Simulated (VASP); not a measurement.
GaH6, 7 atoms in the cell. Symmetry: P-62m, No. 189, hexagonal system. Conventional cell: a = 4.189 Å, b = 4.189 Å, c = 4.906 Å, α = 90.00°, β = 90.00°, γ = 120.00°. Ga (site symmetry -62m) has 12 H at 2.50 to 3.17 Å within 3.3 Å. Within 1.0 Å of H (site symmetry m) lie 1 H at 0.77 Å. The cell was built from a structure type or drawn by symmetry, and may not be a known phase.

| Item | Value |
| --- | --- |
| Program | VASP 6.6.1 |
| Task | single point |
| Functional | PBE |
| Potentials or basis | VASP PAW PBE potentials, release 64 (Ga_d, H) |
| Cutoff | 520 eV |
| k mesh | 6 × 6 × 4 |
| Occupations | gaussian, width 0.1 eV |
| Spin | no spin polarisation |
| Dipole correction | no |
| Further INCAR settings | ALGO = Normal; EDIFF = 1e-07; NBANDS = 18 |

Potentials or basis: VASP PAW PBE potentials, release 64 (Ga_d, H).

The run is started by

```console
$ cat potpaw_PBE.64/Ga_d/POTCAR potpaw_PBE.64/H/POTCAR > POTCAR
$ mpirun -np 1 vasp_std > vasp.out
```

Hardware: 1 thread of Intel(R) Xeon(R) Platinum 8259CL CPU @ 2.50GHz (Skylake/Cascade Lake) (shared host).

**Question.** Estimate the wall time of this run.

**Answer.** It took 49 s on 1 thread of Intel(R) Xeon(R) Platinum 8259CL CPU @ 2.50GHz (Skylake/Cascade Lake) (shared host), peak memory 0.18 GiB. Counts: scf iterations 14, k points 21.
